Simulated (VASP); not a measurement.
# Li (Im-3m) in VASP: further runs

Runs on Li. Level: PBE. Tasks: single point.

Program: VASP 6.6.1. These are calculated values, not measurements. Logs are shortened: lines on timing, memory, paths and dates and some standing lists are left out, and cuts for length are marked.

## 1. The cell of the first run

It takes space group Im-3m (No. 229, cubic). Conventional cell: a = 3.462 Å, b = 3.462 Å, c = 3.462 Å, α = 90.00°, β = 90.00°, γ = 90.00°. Within 3.9 Å of Li (site symmetry m-3m) lie 14 Li at 3.00 to 3.46 Å.

## 2. Single point, PBE

Contents of INCAR:

```
PREC = Accurate ; ENCUT = 520
EDIFF = 1E-7 ; ISMEAR = -1
SIGMA = 0.15 ; LREAL = F
LASPH = T ; NELM = 60
ALGO = Normal ; ISIF = 2
LWAVE = F ; LCHARG = F
GGA = PE ; NBANDS = 8
```

Contents of KPOINTS:

```
regular mesh
0
Gamma
  13 13 13
```

Contents of POSCAR:

```
Li
1.0
   -1.7309356065      1.7309356065      1.7309356065
    1.7309356065     -1.7309356065      1.7309356065
    1.7309356065      1.7309356065     -1.7309356065
Li
1
Direct
    0.0000000000      0.0000000000      0.0000000000
```

Potentials or basis: VASP PAW PBE potentials, release 64 (Li_sv).

Started as:

```console
> cat potpaw_PBE.64/Li_sv/POTCAR > POTCAR
> mpirun -np 1 vasp_std > vasp.out
```

OUTCAR:

```text
PREC = Accurate
   ENCUT = 520
   EDIFF = 1E-7
   ISMEAR = -1
   LREAL = F
   LASPH = T
   NELM = 60
   ISIF = 2
   GGA = PE

 ion  position               nearest neighbor table
   1  0.000  0.000  0.000-

  LATTYP: Found a body centered cubic cell.
 ALAT       =     3.4618712130

  Lattice vectors:

 A1 = (  -1.7309356065,   1.7309356065,   1.7309356065)
 A2 = (   1.7309356065,  -1.7309356065,   1.7309356065)
 A3 = (   1.7309356065,   1.7309356065,  -1.7309356065)

Analysis of symmetry for initial positions (statically):
=====================================================================
 Subroutine PRICEL returns:
 Original cell was already a primitive cell.

 Routine SETGRP: Setting up the symmetry group for a
 body centered cubic supercell.

 Subroutine GETGRP returns: Found 48 space group operations
 (whereof 48 operations were pure point group operations)
 out of a pool of 48 trial point group operations.

The static configuration has the point symmetry O_h .

Analysis of symmetry for dynamics (positions and initial velocities):
=====================================================================
 Subroutine PRICEL returns:
 Original cell was already a primitive cell.

 Routine SETGRP: Setting up the symmetry group for a
 body centered cubic supercell.

 Subroutine GETGRP returns: Found 48 space group operations
 (whereof 48 operations were pure point group operations)
 out of a pool of 48 trial point group operations.

The dynamic configuration has the point symmetry O_h .

 Subroutine INISYM returns: Found 48 space group operations
 (whereof 48 operations are pure point group operations),
 and found     1 'primitive' translations

----------------------------------------------------------------------------------------

                                     Primitive cell

  volume of cell :      20.7445

  direct lattice vectors                    reciprocal lattice vectors
    -1.730935606  1.730935606  1.730935606     0.000000000  0.288861121  0.288861121
     1.730935606 -1.730935606  1.730935606     0.288861121  0.000000000  0.288861121
     1.730935606  1.730935606 -1.730935606     0.288861121  0.288861121  0.000000000

  length of vectors
     2.998068415  2.998068415  2.998068415     0.408511315  0.408511315  0.408511315

  position of ions in fractional coordinates (direct lattice)
     0.000000000  0.000000000  0.000000000

  ion indices of the primitive-cell ions
   primitive index   ion index
                 1           1

----------------------------------------------------------------------------------------

 KPOINTS: regular mesh

Automatic generation of k-mesh.
 Grid dimensions read from file:
 generate k-points for:   13   13   13

 Generating k-lattice:

  Cartesian coordinates                     Fractional coordinates (reciprocal lattice)
     0.000000000  0.022220086  0.022220086     0.076923077  0.000000000  0.000000000
     0.022220086  0.000000000  0.022220086     0.000000000  0.076923077  0.000000000
     0.022220086  0.022220086  0.000000000     0.000000000  0.000000000  0.076923077

  Length of vectors
     0.031423947  0.031423947  0.031423947

  Shift w.r.t. Gamma in fractional coordinates (k-lattice)
     0.000000000  0.000000000  0.000000000

 Subroutine IBZKPT returns following result:
 ===========================================

 Found     84 irreducible k-points:

 Following reciprocal coordinates:
            Coordinates               Weight
  0.000000  0.000000  0.000000      1.000000
  0.076923  0.000000  0.000000     12.000000
  0.153846  0.000000  0.000000     12.000000
  0.230769  0.000000  0.000000     12.000000
  0.307692  0.000000  0.000000     12.000000
  0.384615  0.000000  0.000000     12.000000
[... 16 lines left out ...]
  0.153846  0.076923  0.076923     24.000000
  0.230769  0.076923  0.076923     24.000000
 [... further k-points ...]
   k-points           NKPTS =     84   k-points in BZ     NKDIM =     84   number of bands    NBANDS=      8
   number of dos      NEDOS =    301   number of ions     NIONS =      1
   total plane-waves  NPLWV =  13824
   dimension x,y,z NGX =    24 NGY =   24 NGZ =   24
   dimension x,y,z NGXF=    48 NGYF=   48 NGZF=   48
   ions per type =               1
   NGX,Y,Z   is equivalent  to a cutoff of  13.31, 13.31, 13.31 a.u.
   NGXF,Y,Z  is equivalent  to a cutoff of  26.62, 26.62, 26.62 a.u.
 SYSTEM =  unknown system
   PREC   = accura    normal or accurate (medium, high low for compatibility)
   ISTART =      0    job   : 0-new  1-cont  2-samecut
   ICHARG =      2    charge: 1-file 2-atom 10-const
   ISPIN  =      1    spin polarized calculation?
   LNONCOLLINEAR =      F non collinear calculations
   LSORBIT =      F    spin-orbit coupling
   LASPH  =      T    aspherical Exc in radial PAW
   ENCUT  =  520.0 eV  38.22 Ry    6.18 a.u.   5.57  5.57  5.57*2*pi/ulx,y,z
   NELM   =     60;   NELMIN=  2; NELMDL= -5     # of ELM steps
   EDIFF  = 0.1E-06   stopping-criterion for ELM
   LREAL  =      F    real-space projection
   EDIFFG = 0.1E-05   stopping-criterion for IOM
   NSW    =      0    number of steps for IOM
   IBRION =     -1    ionic relax: 0-MD 1-quasi-New 2-CG
   NFREE  =      0    steps in history (QN), initial steepest desc. (CG)
   ISIF   =      2    stress and relaxation
   ISYM   =      2    0-nonsym 1-usesym 2-fastsym
   POTIM  = 0.5000    time-step for ionic-motion
   TEBEG  =    0.0;   TEEND  =   0.0 temperature during run
   PSTRESS=    0.0 pullay stress
   NELECT =       3.0000    total number of electrons
   NUPDOWN=      -1.0000    fix difference up-down
   EMIN   =  10.00;   EMAX   =-10.00  energy-range for DOS
   EFERMI =   0.00;   METHOD = LEGACY
   ISMEAR =    -1;   SIGMA  =   0.15  broadening in eV -4-tet -1-fermi 0-gaus
   EFERMI_NEDOS =   21; number of points for ismear=-14 and -15
   IALGO  =     38    algorithm
   IMIX   =      4    mixing-type and parameters
     AMIX     =   0.40;   BMIX     =  1.00
     AMIX_MAG =   1.60;   BMIX_MAG =  1.00
  volume/ion in A,a.u.               =      20.74       139.99
  Fermi-wavevector in a.u.,A,eV,Ry     =   0.859306  1.623852 10.046627  0.738406
  Thomas-Fermi vector in A             =   1.976641
   LORBIT       =      0    0 simple, 1 ext, 2 COOP (PROOUT), +10 PAW based schemes
   GGA     = PE    functional components
   LHFCALC =     F    Hartree Fock is set to
   AEXX    =    0.0000 exact exchange contribution
   IVDW    =     0    specifies the selected vdW correction
   LEPSILON=     F    determine dielectric tensor
   LRPA    =     F    only Hartree local field effects (RPA)
 non-spin polarized calculation
  energy-cutoff  :      520.00
  volume of cell :       20.74
 maximum number of plane-waves:       572
   NGX = 11   NGY = 11   NGZ = 11

 number of electron       2.9999993 magnetization

 Free energy of the ion-electron system (eV)
  ---------------------------------------------------
  ext. energy  EPLUGINS =         0.00000000
  ---------------------------------------------------
  free energy    TOTEN  =        -1.92243506 eV

  energy without entropy =       -1.88728559  energy(sigma->0) =       -1.90486032

 E-fermi :   0.5741     XC(G=0):  -6.9880

 val. band max:        0.4637023722   @ k =  -0.3077   0.4615   0.0769
 cond. band min:       0.5844153268   @ k =  -0.3846   0.4615   0.0769
 fundamental gap:      0.1207129547
 Fermi energy:         0.5741258691

 k-point     1 :       0.0000    0.0000    0.0000
  band No.  band energies     occupation
      1     -46.0086      2.00000
      2      -2.9682      2.00000
      3      14.9265      0.00000
      4      14.9265      0.00000
      5      14.9266      0.00000
      6      19.6506      0.00000
      7      19.6506      0.00000
      8      19.6506      0.00000

 k-point     2 :       0.0769    0.0000    0.0000
  band No.  band energies     occupation
      1     -46.0077      2.00000
      2      -2.8574      2.00000
      3      14.1760      0.00000
      4      14.3946      0.00000
      5      14.7355      0.00000
      6      18.1997      0.00000
      7      18.4082      0.00000
      8      19.7571      0.00000

 k-point     3 :       0.1538    0.0000    0.0000
  band No.  band energies     occupation
      1     -46.0048      2.00000
      2      -2.5241      2.00000
      3      12.1365      0.00000
      4      13.3738      0.00000
      5      14.2161      0.00000
      6      16.9741      0.00000
      7      17.2581      0.00000
      8      19.4676      0.00000

 k-point     4 :       0.2308    0.0000    0.0000
  band No.  band energies     occupation
      1     -46.0009      2.00000
      2      -1.9690      2.00000
      3       9.7129      0.00000
      4      12.3902      0.00000
      5      13.5500      0.00000
      6      15.8030      0.00000
      7      17.0109      0.00000
      8      19.7860      0.00000

 k-point     5 :       0.3077    0.0000    0.0000
  band No.  band energies     occupation
      1     -45.9967      2.00000
      2      -1.2004      1.99999
      3       7.4131      0.00000
      4      11.6042      0.00000
      5      12.9335      0.00000
      6      14.9199      0.00000
      7      17.0566      0.00000
      8      20.5440      0.00000
[... 177 lines left out ...]
 k-point    22 :       0.0769    0.0769    0.0769
  band No.  band energies     occupation
      1     -46.0032      2.00000
      2      -2.3019      2.00000
      3      12.2044      0.00000
      4      12.2044      0.00000
      5      12.3350      0.00000
      6      17.6936      0.00000
      7      17.6936      0.00000
      8      21.0205      0.00000

 k-point    23 :       0.1538    0.0769    0.0769
  band No.  band energies     occupation
      1     -45.9996      2.00000
      2      -1.7462      2.00000
      3       9.7979      0.00000
      4      11.2091      0.00000
      5      11.5233      0.00000
      6      17.7950      0.00000
      7      17.9866      0.00000
      8      20.8703      0.00000

 k-point    24 :       0.2308    0.0769    0.0769
  band No.  band energies     occupation
      1     -45.9958      2.00000
      2      -0.9737      1.99993
      3       7.5012      0.00000
      4      10.4155      0.00000
      5      10.8875      0.00000
      6      17.5949      0.00000
      7      18.2000      0.00000
      8      21.1890      0.00000

 [... further k-points ...]

------------------------ aborting loop because EDIFF is reached ----------------------------------------

  FORCE on cell =-STRESS in cart. coord.  units (eV):
  Direction    XX          YY          ZZ          XY          YZ          ZX
  --------------------------------------------------------------------------------------
  -------------------------------------------------------------------------------------
  Total       -0.0462564     -0.0462564     -0.0462564      0.0000000      0.0000000     -0.0000000
  in kB       -3.5725589     -3.5725589     -3.5725589      0.0000000      0.0000000     -0.0000000
  external PRESSURE =      -3.5725589 kB  Pullay stress =       0.0000000 kB

 VOLUME and BASIS-vectors are now :
 -----------------------------------------------------------------------------
  energy-cutoff  :      520.00
  volume of cell :       20.74
      direct lattice vectors                 reciprocal lattice vectors
    -1.730935606  1.730935606  1.730935606     0.000000000  0.288861121  0.288861121
     1.730935606 -1.730935606  1.730935606     0.288861121  0.000000000  0.288861121
     1.730935606  1.730935606 -1.730935606     0.288861121  0.288861121  0.000000000

 POSITION                                       TOTAL-FORCE (eV/Angst)
 -----------------------------------------------------------------------------------
      0.00000      0.00000      0.00000         0.000000      0.000000      0.000000
 -----------------------------------------------------------------------------------
    total drift:                               -0.000000      0.000000     -0.000000

  FREE ENERGIE OF THE ION-ELECTRON SYSTEM (eV)
  ---------------------------------------------------
  free  energy   TOTEN  =        -1.9224350586 eV

  energy  without entropy=       -1.8872855901  energy(sigma->0) =       -1.90486032
```

Wall time 12 s (1 thread of Intel Xeon 8259CL, shared host); peak memory 0.13 GiB.

What came out:

```
Free energy            : -1.9224 eV
Band gap on the k mesh : zero (an odd number of electrons rules out a gap without spin polarisation)
```

Levels at points of the mesh, in eV from the Fermi level:
```tsv
k point	band 1	band 2	band 3	band 4	band 5
(0.00, 0.00, 0.00)	-46.58	-3.54	14.35	14.35	14.35
```

Caveat: the cutoff is under 1.25 times the usual one of these potentials, so pressure, stress and relaxed cells hold a basis-set (Pulay) error.

## 3. Single point, PBE

This run uses another cell than the first one, of 21.61 Å³/atom.

Contents of INCAR:

```
SYSTEM = Li
PREC = Accurate
ENCUT = 520
EDIFF = 1E-6
ISMEAR = -1
SIGMA = 0.15
LREAL = .False.
LASPH = .True.
NELM = 60
ALGO = Normal
ISIF = 2
LWAVE = .False.
LCHARG = .False.
GGA = PE
NBANDS = 8
```

Contents of KPOINTS:

```
regular mesh
0
Gamma
  13 13 13
  0 0 0
```

Contents of POSCAR:

```
Li
1.0
   -1.7546500000      1.7546500000      1.7546500000
    1.7546500000     -1.7546500000      1.7546500000
    1.7546500000      1.7546500000     -1.7546500000
Li
1
Direct
    0.0000000000      0.0000000000      0.0000000000
```

Potentials or basis: VASP PAW PBE potentials, release 64 (Li_sv).

Started as:

```console
> cat potpaw_PBE.64/Li_sv/POTCAR > POTCAR
> mpirun -np 1 vasp_std > vasp.out
```

Wall time 11 s (1 thread of Intel Xeon 8259CL, shared host); peak memory 0.13 GiB.

It converged, with:

* Free energy: -1.9197 eV
* Band gap on the k mesh: zero (an odd number of electrons rules out a gap without spin polarisation)

Levels at points of the mesh, in eV from the Fermi level:
| k point | band 1 | band 2 | band 3 | band 4 | band 5 | band 6 |
| --- | --- | --- | --- | --- | --- | --- |
| (0.00, 0.00, 0.00) | -46.65 | -3.49 | 13.94 | 13.94 | 13.94 | 18.58 |

Caveat: the cutoff is under 1.25 times the usual one of these potentials, so pressure, stress and relaxed cells hold a basis-set (Pulay) error.

## 4. Single point, PBE

This run uses another cell than the first one, of 22.47 Å³/atom.

Contents of INCAR:

```
SYSTEM = Li
  PREC = Accurate
  ENCUT = 520
  EDIFF = 1E-7
  ISMEAR = -1
  SIGMA = 0.15
  LREAL = .FALSE.
  LASPH = .TRUE.
  NELM = 80
  ALGO = Normal
  ISIF = 2
  LWAVE = .FALSE.
  LCHARG = .FALSE.
  GGA = PE
  NBANDS = 8
```

Contents of KPOINTS:

```
Automatic mesh
0
G
  13 13 13
  0 0 0
```

Contents of POSCAR:

```
Li
1.0
   -1.7777401479      1.7777401479      1.7777401479
    1.7777401479     -1.7777401479      1.7777401479
    1.7777401479      1.7777401479     -1.7777401479
Li
1
Direct
    0.0000000000      0.0000000000      0.0000000000
```

Potentials or basis: VASP PAW PBE potentials, release 64 (Li_sv).

Started as:

```console
> cat potpaw_PBE.64/Li_sv/POTCAR > POTCAR
> mpirun -np 1 vasp_std > vasp.out
```

OUTCAR:

```text
SYSTEM = Li
   PREC = Accurate
   ENCUT = 520
   EDIFF = 1E-7
   ISMEAR = -1
   LREAL = .FALSE.
   LASPH = .TRUE.
   NELM = 80
   ISIF = 2
   GGA = PE

 ion  position               nearest neighbor table
   1  0.000  0.000  0.000-

  LATTYP: Found a body centered cubic cell.
 ALAT       =     3.5554802958

  Lattice vectors:

 A1 = (  -1.7777401479,   1.7777401479,   1.7777401479)
 A2 = (   1.7777401479,  -1.7777401479,   1.7777401479)
 A3 = (   1.7777401479,   1.7777401479,  -1.7777401479)

Analysis of symmetry for initial positions (statically):
=====================================================================
 Subroutine PRICEL returns:
 Original cell was already a primitive cell.

 Routine SETGRP: Setting up the symmetry group for a
 body centered cubic supercell.

 Subroutine GETGRP returns: Found 48 space group operations
 (whereof 48 operations were pure point group operations)
 out of a pool of 48 trial point group operations.

The static configuration has the point symmetry O_h .

Analysis of symmetry for dynamics (positions and initial velocities):
[... 158 lines left out ...]
 val. band max:        0.2486190657   @ k =  -0.3077   0.4615   0.0769
 cond. band min:       0.3733005109   @ k =  -0.3846   0.4615   0.0769
 fundamental gap:      0.1246814452
 Fermi energy:         0.3591128196

 k-point     1 :       0.0000    0.0000    0.0000
  band No.  band energies     occupation
      1     -46.3608      2.00000
      2      -3.0731      2.00000
      3      13.9115      0.00000
      4      13.9115      0.00000
      5      13.9115      0.00000
      6      18.4777      0.00000
      7      18.4777      0.00000
      8      18.4777      0.00000
[... 243 lines left out ...]
 k-point    24 :       0.2308    0.0769    0.0769
  band No.  band energies     occupation
      1     -46.3516      2.00000
      2      -1.1397      1.99991
      3       6.9190      0.00000
      4       9.7066      0.00000
      5      10.0643      0.00000
      6      16.4977      0.00000
      7      17.0360      0.00000
      8      19.9387      0.00000

 [... further k-points ...]

------------------------ aborting loop because EDIFF is reached ----------------------------------------

  FORCE on cell =-STRESS in cart. coord.  units (eV):
  Direction    XX          YY          ZZ          XY          YZ          ZX
  --------------------------------------------------------------------------------------
  -------------------------------------------------------------------------------------
  Total       -0.1730690     -0.1730690     -0.1730690      0.0000000      0.0000000      0.0000000
  in kB      -12.3385754    -12.3385754    -12.3385754      0.0000000      0.0000000      0.0000000
  external PRESSURE =     -12.3385754 kB  Pullay stress =       0.0000000 kB

 VOLUME and BASIS-vectors are now :
 -----------------------------------------------------------------------------
  energy-cutoff  :      520.00
  volume of cell :       22.47
      direct lattice vectors                 reciprocal lattice vectors
    -1.777740148  1.777740148  1.777740148     0.000000000  0.281255953  0.281255953
     1.777740148 -1.777740148  1.777740148     0.281255953  0.000000000  0.281255953
     1.777740148  1.777740148 -1.777740148     0.281255953  0.281255953  0.000000000

 POSITION                                       TOTAL-FORCE (eV/Angst)
 -----------------------------------------------------------------------------------
      0.00000      0.00000      0.00000        -0.000000     -0.000000      0.000000
 -----------------------------------------------------------------------------------
    total drift:                                0.000000      0.000000     -0.000000

  FREE ENERGIE OF THE ION-ELECTRON SYSTEM (eV)
  ---------------------------------------------------
  free  energy   TOTEN  =        -1.9146582054 eV

  energy  without entropy=       -1.8784539161  energy(sigma->0) =       -1.89655606
```

Run time: 16 s. Hardware: 1 thread of Intel Xeon 8259CL, shared host; peak memory 0.13 GiB.

What came out:

* Free energy: -1.9147 eV
* Band gap on the k mesh: zero (an odd number of electrons rules out a gap without spin polarisation)

Caveat: the cutoff is under 1.25 times the usual one of these potentials, so pressure, stress and relaxed cells hold a basis-set (Pulay) error.

## 5. Single point, PBE

This run uses another cell than the first one, of 23.34 Å³/atom.

Contents of INCAR:

```
PREC = Accurate ; ENCUT = 520
EDIFF = 1E-7 ; ISMEAR = -1
SIGMA = 0.15 ; LREAL = F
LASPH = T ; NELM = 80
ALGO = Normal ; ISIF = 2
LWAVE = F ; LCHARG = T
GGA = PE ; LELF = T
LVHAR = T ; NBANDS = 8
```

Contents of KPOINTS:

```
regular mesh
0
Gamma
  13 13 13
```

Contents of POSCAR:

```
Li
1.0
   -1.8002455769      1.8002455769      1.8002455769
    1.8002455769     -1.8002455769      1.8002455769
    1.8002455769      1.8002455769     -1.8002455769
Li
1
Direct
    0.0000000000      0.0000000000      0.0000000000
```

Started as:

```console
> cat potpaw_PBE.64/Li_sv/POTCAR > POTCAR
> mpirun -np 1 vasp_std > vasp.out
```

Run time: 15 s. Hardware: 1 thread of Intel Xeon 8259CL, shared host; peak memory 0.14 GiB.

The run converged. Its results:

| Property | Result |
| --- | --- |
| Free energy | -1.9076 eV |
| Band gap on the k mesh | zero (an odd number of electrons rules out a gap without spin polarisation) |

Levels at points of the mesh, in eV from the Fermi level:
```csv
k point,band 1,band 2,band 3,band 4
"(0.00, 0.00, 0.00)",-46.79,-3.38,13.19,13.19
```

Caveat: the cutoff is under 1.25 times the usual one of these potentials, so pressure, stress and relaxed cells hold a basis-set (Pulay) error.

(Part 1 of 2 ends here.)
